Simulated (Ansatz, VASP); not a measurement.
## One calculation of SiC, two programs

File INCAR:

```
SYSTEM = SiC
AGGAC = 1.0 ; AGGAX = 1.0
ALDAC = 0.0 ; ALDAX = 1.0
ALGO = Normal ; EDIFF = 1E-7
EDIFFG = -0.01 ; ENCUT = 600
GGA = B5 ; IBRION = 2
ISIF = 3 ; ISMEAR = -1
IVDW = 13 ; LASPH = .True.
LCHARG = .False. ; LREAL = .False.
LWAVE = .False. ; NELM = 80
NSW = 60 ; PREC = Accurate
SIGMA = 0.05 ; VDW_A1 = 0.44488865
VDW_A2 = 4.0933009 ; VDW_S6 = 1.0
VDW_S8 = 2.34076671
```

The input KPOINTS:

```
k-points
0
Gamma
  10 10 2
  0 0 0
```

Contents of POSCAR:

```
SiC
1.0
    3.0950000000      0.0000000000      0.0000000000
   -1.5475000000      2.6803486247      0.0000000000
    0.0000000000      0.0000000000     15.1700000000
Si C
6 6
Direct
    0.6666666667      0.3333333333      0.4583000000
    0.3333333333      0.6666666667      0.9583000000
    0.6666666667      0.3333333333      0.7917000000
    0.3333333333      0.6666666667      0.2917000000
    0.0000000000      0.0000000000      0.6250000000
    0.0000000000      0.0000000000      0.1250000000
    0.6666666667      0.3333333333      0.3333000000
    0.3333333333      0.6666666667      0.8333000000
    0.6666666667      0.3333333333      0.6667000000
    0.3333333333      0.6666666667      0.1667000000
    0.0000000000      0.0000000000      0.5000000000
    0.0000000000      0.0000000000      0.0000000000
```

Contents of input.yaml:

```yaml
crystal:
  lattice:
    - [3.095, 0.0, 0.0]
    - [-1.5475, 2.6803486247, 0.0]
    - [0.0, 0.0, 15.17]
  atoms:
    - { symbol: Si, position: [0.6666666667, 0.3333333333, 0.4583] }
    - { symbol: Si, position: [0.3333333333, 0.6666666667, 0.9583] }
    - { symbol: Si, position: [0.6666666667, 0.3333333333, 0.7917] }
    - { symbol: Si, position: [0.3333333333, 0.6666666667, 0.2917] }
    - { symbol: Si, position: [0.0, 0.0, 0.625] }
    - { symbol: Si, position: [0.0, 0.0, 0.125] }
    - { symbol: C, position: [0.6666666667, 0.3333333333, 0.3333] }
    - { symbol: C, position: [0.3333333333, 0.6666666667, 0.8333] }
    - { symbol: C, position: [0.6666666667, 0.3333333333, 0.6667] }
    - { symbol: C, position: [0.3333333333, 0.6666666667, 0.1667] }
    - { symbol: C, position: [0.0, 0.0, 0.5] }
    - { symbol: C, position: [0.0, 0.0, 0.0] }
hamiltonian:
  xc: blyp
  pseudopotentials: { kind: paw }
  dispersion: d4
kpoints:
  mp_grid: { grid: [10, 10, 2] }
scf:
  occupations: { method: fermi_dirac, width: 0.05 }
output:
  forces: true
  stress: true
relax:
  f_tol: 0.01
  max_steps: 40
  cell: { stress_tol: 0.05 }
```

Alike in both runs: task relaxation of cell and atoms; functional BLYP; dispersion D4; k mesh 10 × 10 × 2; occupations fermi-dirac, width 0.05 eV; no spin polarisation.

```csv
,VASP,Ansatz
version,VASP 6.6.1,Ansatz 0.2.0
potentials or method,"VASP PAW PBE potentials, release 64 (Si, C)",Ansatz PAW
plane-wave cutoff (eV),600,420
valence electrons in the cell,48,48
```

VASP gave:

| Property | Result |
| --- | --- |
| relaxed volume (Å³/atom) | 10.32 |
| relaxed cell length with the largest relative difference (Å) | 15.106 |

Estimate Ansatz's values.

relaxed volume (Å³/atom): 10.30; relaxed cell length with the largest relative difference (Å): 15.093.

VASP's potentials were made for PBE, not for BLYP.

Noted on Ansatz's run: the plane-wave basis is chosen anew once the cell has moved, so the energies of steps on either side of that aren't comparable.
